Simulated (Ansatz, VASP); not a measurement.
## Two plane-wave programs on SiC

Contents of INCAR:

```
  PREC = Accurate
  ENCUT = 520
  EDIFF = 1E-6
  ISMEAR = 0
  SIGMA = 0.05
  LREAL = False
  LASPH = True
  NELM = 60
  ALGO = Normal
  ISIF = 2
  LWAVE = False
  LCHARG = True
  GGA = PE
  LELF = True
  LVHAR = True
  NBANDS = 26
```

The input KPOINTS:

```
regular mesh
0
Gamma
  12 12 4
```

POSCAR

```
SiC
1.0
    3.0756941497      0.0000000000      0.0000000000
   -1.5378470748      2.6636292679      0.0000000000
    0.0000000000      0.0000000000     10.0706464800
Si C
4 4
Direct
    0.6229411484      0.4527936709      0.9378419800
    0.3333333333      0.6666666667      0.4378419800
    0.0000000000      0.0000000000      0.6878943800
    0.0000000000      0.0000000000      0.1878943800
    0.6666666667      0.3333333333      0.7498025900
    0.3333333333      0.6666666667      0.2498025900
    0.0000000000      0.0000000000      0.5004600500
    0.0000000000      0.0000000000      0.0004600500
```

Input for Ansatz:

```yaml
crystal:
  lattice:
    - [3.0756941497, 0.0, 0.0]
    - [-1.5378470748, 2.6636292679, 0.0]
    - [0.0, 0.0, 10.07064648]
  atoms:
    - { symbol: Si, position: [0.6229411484, 0.4527936709, 0.93784198] }
    - { symbol: Si, position: [0.3333333333, 0.6666666667, 0.43784198] }
    - { symbol: Si, position: [0.0, 0.0, 0.68789438] }
    - { symbol: Si, position: [0.0, 0.0, 0.18789438] }
    - { symbol: C, position: [0.6666666667, 0.3333333333, 0.74980259] }
    - { symbol: C, position: [0.3333333333, 0.6666666667, 0.24980259] }
    - { symbol: C, position: [0.0, 0.0, 0.50046005] }
    - { symbol: C, position: [0.0, 0.0, 0.00046005] }
basis:
  ecutwfc: 420
kpoints:
  mp_grid: { grid: [12, 12, 4] }
hamiltonian:
  xc: pbe
scf:
  occupations: { method: gaussian, width: 0.05 }
output:
  forces: true
  stress: true
  eigenvalues: true
```

Alike in both runs: task single point; functional PBE; k mesh 12 × 12 × 4; occupations gaussian, width 0.05 eV; no spin polarisation.

|  | VASP | Ansatz |
| --- | --- | --- |
| version | VASP 6.6.1 | Ansatz 0.2.0 |
| potentials or method | VASP PAW PBE potentials, release 64 (Si, C), cutoff 520 eV | scalar-relativistic, plane waves, PAW |
| valence electrons in the cell | 32 | 32 |

|  | VASP | Ansatz | Ansatz less VASP |
| --- | --- | --- | --- |
| gap on the k mesh at the Fermi level (eV) | 0.88 | 0.89 | +0.009 |
| least direct gap on the mesh (eV) | 2.42 | 2.43 | +0.006 |
| pressure (GPa) | 8.4 | 8.5 | +0.08 |
| traceless stress, the component that is largest in VASP (GPa) | 7.11 | 7.12 | +0.010 |
| rms of the force components (eV/Å) | 2.090 | 2.092 | +0.0016 |

Atom by atom the forces differ by 0.004 eV/Å (rms over components).
